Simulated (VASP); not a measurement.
Set up this calculation in VASP 6.6.1, as the native input.

```yaml
Task: relaxation of cell and atoms
Functional: r2SCAN
Potentials_or_basis: VASP PAW PBE potentials, release 64 (Si, C)
Cutoff: 600 eV
k_mesh: 12 × 12 × 2
Occupations: fermi-dirac, width 0.02 eV
Spin: no spin polarisation
Dipole_correction: no
Further_INCAR_settings: ALGO = Normal; EDIFF = 1e-07; IBRION = 2; EDIFFG = -0.005; NSW = 80; ISIF = 3
```

SiC:

```
Si C
1.0
     3.09403    0.00000    0.00000
    -1.54702    2.67951    0.00000
     0.00000    0.00000   10.12906
Si C
4 4
Cartesian
  0.0000 0.0000 -0.0015
  0.0000 1.7863 2.5313
  0.0000 0.0000 5.0630
  1.5470 0.8932 7.5958
  0.0000 0.0000 1.8972
  0.0000 1.7863 4.4359
  0.0000 0.0000 6.9618
  1.5470 0.8932 9.5004
```

The input as run:

POSCAR

```
SiC
1.0
    3.0940311570      0.0000000000      0.0000000000
   -1.5470155785      2.6795095820      0.0000000000
    0.0000000000      0.0000000000     10.1290649855
Si C
4 4
Direct
    0.0000000000      0.0000000000     -0.0001500101
    0.3333333333      0.6666666667      0.2499054347
    0.0000000000      0.0000000000      0.4998499899
    0.6666666667      0.3333333333      0.7499054347
    0.0000000000      0.0000000000      0.1873051244
    0.3333333333      0.6666666667      0.4379394510
    0.0000000000      0.0000000000      0.6873051244
    0.6666666667      0.3333333333      0.9379394510
```

INCAR.step1

```
  ALGO = Normal
  EDIFF = 1E-4
  ENCUT = 600
  GGA = PE
  ISMEAR = -1
  LASPH = T
  LCHARG = F
  LREAL = F
  LWAVE = T
  NELM = 60
  PREC = Accurate
  SIGMA = 0.02
```

INCAR.step2

```
  ALGO = Normal
  EDIFF = 1E-7
  EDIFFG = -0.005
  ENCUT = 600
  IBRION = 2
  ISIF = 3
  ISMEAR = -1
  ISTART = 1
  LASPH = T
  LCHARG = F
  LMIXTAU = T
  LREAL = F
  LWAVE = F
  METAGGA = R2SCAN
  NELM = 60
  NSW = 80
  PREC = Accurate
  SIGMA = 0.02
```

KPOINTS

```
k-points
0
Gamma
  12 12 2
```

Potentials or basis: VASP PAW PBE potentials, release 64 (Si, C).

Launch:

```bash
$ cat potpaw_PBE.64/Si/POTCAR potpaw_PBE.64/C/POTCAR > POTCAR
$ cp INCAR.step1 INCAR
$ mpirun -np 1 vasp_std > vasp.out
$ cp INCAR.step2 INCAR
$ mpirun -np 1 vasp_std > vasp.out
```

It gave:

```json
{
 "Relaxed volume": "10.32 Å³/atom",
 "Relaxed cell": "a = 3.076 Å, b = 3.076 Å, c = 10.071 Å, α = 90.00°, β = 90.00°, γ = 120.00°",
 "Space group after relaxing (to 0.1 Å)": "P6_3mc (No. 186)",
 "Energy gained by relaxing": "2.2 meV/atom",
 "Ionic steps": "6",
 "Pressure after relaxing": "0.0 GPa",
 "Band gap on the k mesh": "2.61 eV (least direct gap 3.79 eV)"
}
```

Caveat: the PAW data sets were made with another functional, which shifts forces and pressure a little.

Run time: 55 min on 1 thread of Intel Xeon 8259CL, with other jobs on the host, peak memory 0.31 GiB.
